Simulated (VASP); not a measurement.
Here is a VASP 6.6.1 calculation.

File INCAR:

```
ALGO = Normal
EDIFF = 1E-6
ENCUT = 520
GGA = PS
ISIF = 2
ISMEAR = 0
LASPH = True
LCHARG = False
LREAL = False
LWAVE = False
NBANDS = 24
NELM = 60
PREC = Accurate
SIGMA = 0.05
```

The input KPOINTS:

```
k-points
0
Gamma
  6 6 6
```

The input POSCAR:

```
KMgF3
1.0
    3.9859000000      0.0000000000      0.0000000000
    0.0000000000      3.9859000000      0.0000000000
    0.0000000000      0.0000000000      4.1054770000
K Mg F
1 1 3
Direct
    0.5000000000      0.5000000000      0.5000000000
    0.0000000000      0.0000000000      0.0000000000
    0.5000000000      0.0000000000      0.0000000000
    0.0000000000      0.5000000000      0.0000000000
    0.0000000000      0.0000000000      0.5000000000
```

Potentials or basis: VASP PAW PBE potentials, release 64 (K_sv, Mg, F).

The run is started by

```sh
$ cat potpaw_PBE.64/K_sv/POTCAR potpaw_PBE.64/Mg/POTCAR potpaw_PBE.64/F/POTCAR > POTCAR
$ mpirun -np 1 vasp_std > vasp.out
```

Predict the pressure.

-2.0 GPa.

Estimate the band gap on the k mesh.

6.89 eV (least direct gap 7.23 eV).

Stress tensor (GPa, compression positive):
```
-1.21  0.00  0.00
 0.00 -1.21  0.00
 0.00  0.00 -3.69
```

Caveat: the cell differs from its parent crystal (strain +0.000 along x and y, +0.030 along z); the PAW data sets were made with another functional, which shifts forces and pressure a little. A k mesh can miss the band edges.
